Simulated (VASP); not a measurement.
Wanted: the native input for a VASP 6.6.1 run.

```
Task                   : single point
Functional             : PBE
Dispersion             : D3(BJ)
Potentials or basis    : VASP PAW PBE potentials, release 64 (Te)
Cutoff                 : 400 eV
k mesh                 : 1 × 1 × 1
Occupations            : gaussian, width 0.005 eV
Spin                   : collinear spin
Starting moments       : [2.0] μB
Dipole correction      : no
Further INCAR settings : ALGO = Normal; EDIFF = 1e-06; NBANDS = 13; NELMDL = -8
```

The structure of Te lies in POSCAR:

```
Te
1.0
   10.5000000000      0.0000000000      0.0000000000
    0.0000000000     11.0000000000      0.0000000000
    0.0000000000      0.0000000000     11.5000000000
Te
1
Direct
    0.5000000000      0.5045454500      0.5000000000
```

These files were run (other wordings do the same):

INCAR

```
ALGO     = Normal         # electronic algorithm
EDIFF    = 1E-6           # SCF threshold, eV
ENCUT    = 400            # plane-wave cutoff, eV
GGA      = PE             # functional
GGA_COMPAT= False        
ISIF     = 2              # what is computed and relaxed
ISMEAR   = 0              # smearing method
ISPIN    = 2              # spin polarisation
IVDW     = 12             # dispersion correction
LASPH    = True           # aspherical terms in the spheres
LCHARG   = True           # write CHGCAR
LELF     = True           # ELF
LORBIT   = 11             # projections on sites
LREAL    = False          # projectors in reciprocal space
LVHAR    = True         
LWAVE    = False          # write WAVECAR
MAGMOM   = 2              # initial moments
NBANDS   = 13             # bands
NELM     = 200            # most SCF steps
NELMDL   = -8           
PREC     = Accurate       # precision mode
SIGMA    = 0.005          # smearing width, eV
```

KPOINTS

```
k-points
0
Gamma
  1 1 1
```

Potentials or basis: VASP PAW PBE potentials, release 64 (Te).

Run with:

```sh
$ cat potpaw_PBE.64/Te/POTCAR > POTCAR
$ mpirun -np 1 vasp_gam > vasp.out
```

It gave:

* Gap between the frontier levels: 0.23 eV
* Net moment: 2.00 μB per cell
* Site moments: Te +0.95 μB
* Valence electrons inside the program's atomic spheres: Te 3.23
* Dispersion energy per atom: -0.001 eV

Caveat: spin-orbit coupling is left out, which moves the levels of the heavy elements.

Run time: 100 s on 1 thread of Intel(R) Xeon(R) 6975P-C (Granite Rapids), on a shared host, peak memory 0.99 GiB.
